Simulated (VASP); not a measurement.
Input of a VASP 6.6.1 run:

File INCAR:

```
PREC = Accurate ; ENCUT = 520
EDIFF = 1E-6 ; ISMEAR = -1
SIGMA = 0.05 ; LREAL = F
LASPH = T ; NELM = 60
ALGO = Normal ; ISIF = 2
LWAVE = F ; LCHARG = F
GGA = PE ; IVDW = 12
NBANDS = 16
```

File KPOINTS:

```
regular mesh
0
Gamma
  11 11 11
```

Contents of POSCAR:

```
GaN
1.0
    0.0000000000      2.1169189358      2.1169189358
    2.1169189358      0.0000000000      2.1169189358
    2.1169189358      2.1169189358      0.0000000000
Ga N
1 1
Direct
    0.0000000000      0.0000000000      0.0000000000
    0.5000000000      0.5000000000      0.5000000000
```

Potentials or basis: VASP PAW PBE potentials, release 64 (Ga_d, N).

Launch:

```console
$ cat potpaw_PBE.64/Ga_d/POTCAR potpaw_PBE.64/N/POTCAR > POTCAR
$ mpirun -np 1 vasp_std > vasp.out
```

Question: Predict the band gap on the k mesh.

Answer: 0.70 eV, indirect (least direct gap 2.68 eV).

Question: What does it give for the pressure?

Answer: 0.8 GPa.

A k mesh can miss the band edges. As with any semilocal functional, this PBE gap is likely too small.
